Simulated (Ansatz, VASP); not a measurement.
## Two plane-wave programs on Cd2Se5

```
CELL_PARAMETERS angstrom
7.19851 0.00000 0.00000
-3.59926 6.23409 0.00000
0.00000 0.00000 5.05396
ATOMIC_POSITIONS crystal
Cd 0.33333 0.66667 0.00000
Cd 0.66667 0.33333 0.00000
Se 0.33333 0.66667 0.50000
Se 0.66667 0.33333 0.50000
Se 0.20116 0.00000 0.00000
Se 0.00000 0.20116 0.00000
Se 0.79884 0.79884 0.00000
```

Alike in both runs: functional PBE; k mesh 3 × 3 × 3; occupations gaussian, width 0.2 eV; no spin polarisation.

Ansatz relaxed the structure, and its values are those at the end. VASP's run is a single point on that final structure, the one shown.

```csv
,VASP,Ansatz
version,VASP 6.6.1,Ansatz 0.2.0
potentials or method,"VASP PAW PBE potentials, release 64 (Cd, Se), cutoff 500 eV","scalar-relativistic, plane waves, PAW"
valence electrons in the cell,54,120
```

Ansatz gave:

| Quantity | Value |
| --- | --- |
| gap on the k mesh at the Fermi level (eV) | none |
| pressure (GPa) | 0.0 |

What did VASP give for the same quantities?

gap on the k mesh at the Fermi level (eV): none; pressure (GPa): 0.2.

A gap of «none» marks a metal or a gap that the smearing closes. VASP's potentials hold 54 valence electrons a cell and Ansatz's 120, so a difference there can come from the potentials and not from the codes.

The k mesh is coarse, so the values compare programs but aren't converged.
